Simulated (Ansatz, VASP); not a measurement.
Two plane-wave programs on GaSn4S3

The input INCAR:

```
  PREC = Accurate
  ENCUT = 600
  EDIFF = 1E-6
  ISMEAR = 0
  SIGMA = 0.2
  LREAL = False
  LASPH = True
  NELM = 100
  ALGO = Normal
  ISIF = 3
  LWAVE = False
  LCHARG = False
  GGA = PE
  IBRION = 2
  NSW = 36
  EDIFFG = -0.08
```

The input KPOINTS:

```
regular mesh
0
Gamma
  3 3 3
```

The input POSCAR:

```
GaSn4S3
1.0
    5.7700000000      0.0000000000      0.0000000000
    0.0000000000      5.7700000000      0.0000000000
    0.0000000000      0.0000000000      5.7700000000
Ga Sn S
1 4 3
Direct
    0.0000000000      0.0000000000      0.0000000000
    0.5000000000      0.0000000000      0.0000000000
    0.5000000000      0.5000000000      0.5000000000
    0.0000000000      0.5000000000      0.0000000000
    0.0000000000      0.0000000000      0.5000000000
    0.5000000000      0.0000000000      0.5000000000
    0.5000000000      0.5000000000      0.0000000000
    0.0000000000      0.5000000000      0.5000000000
```

Input for Ansatz:

```yaml
crystal:
  lattice:
    - [5.77, 0.0, 0.0]
    - [0.0, 5.77, 0.0]
    - [0.0, 0.0, 5.77]
  atoms:
    - { symbol: Ga, position: [0.0, 0.0, 0.0] }
    - { symbol: Sn, position: [0.5, 0.0, 0.0] }
    - { symbol: Sn, position: [0.5, 0.5, 0.5] }
    - { symbol: Sn, position: [0.0, 0.5, 0.0] }
    - { symbol: Sn, position: [0.0, 0.0, 0.5] }
    - { symbol: S, position: [0.5, 0.0, 0.5] }
    - { symbol: S, position: [0.5, 0.5, 0.0] }
    - { symbol: S, position: [0.0, 0.5, 0.5] }
basis:
  ecutwfc: 420
kpoints:
  mp_grid: { grid: [3, 3, 3] }
hamiltonian:
  xc: pbe
scf:
  occupations: { method: gaussian, width: 0.2 }
  lower_state_search: "off"
output:
  forces: true
  stress: true
  eigenvalues: true
relax:
  adjacent_minimum: "off"
  f_tol: 0.08
  max_steps: 16
  cell: { stress_tol: 0.8 }
```

Alike in both runs: task relaxation of cell and atoms; functional PBE; k mesh 3 × 3 × 3; occupations gaussian, width 0.2 eV; no spin polarisation.

```csv
,VASP,Ansatz
version,VASP 6.6.1,Ansatz 0.2.0
potentials or method,"VASP PAW PBE potentials, release 64 (Ga_d, Sn_d, S), cutoff 600 eV","scalar-relativistic, plane waves, PAW"
valence electrons in the cell,87,87
```

|  | VASP | Ansatz | Ansatz less VASP |
| --- | --- | --- | --- |
| gap on the k mesh at the Fermi level, each at its own relaxed structure (eV) | none | none | - |
| relaxed volume (Å³/atom) | 24.01 | 24.01 | 0.000 |
| relaxed cell length with the largest relative difference (Å) | 5.770 | 5.770 | 0.0000 |

A gap of «none» marks a metal or a gap that the smearing closes.

The k mesh is coarse, so the values compare programs but aren't converged. Noted on VASP's run: the relaxation stopped at its first step, so nothing moved.
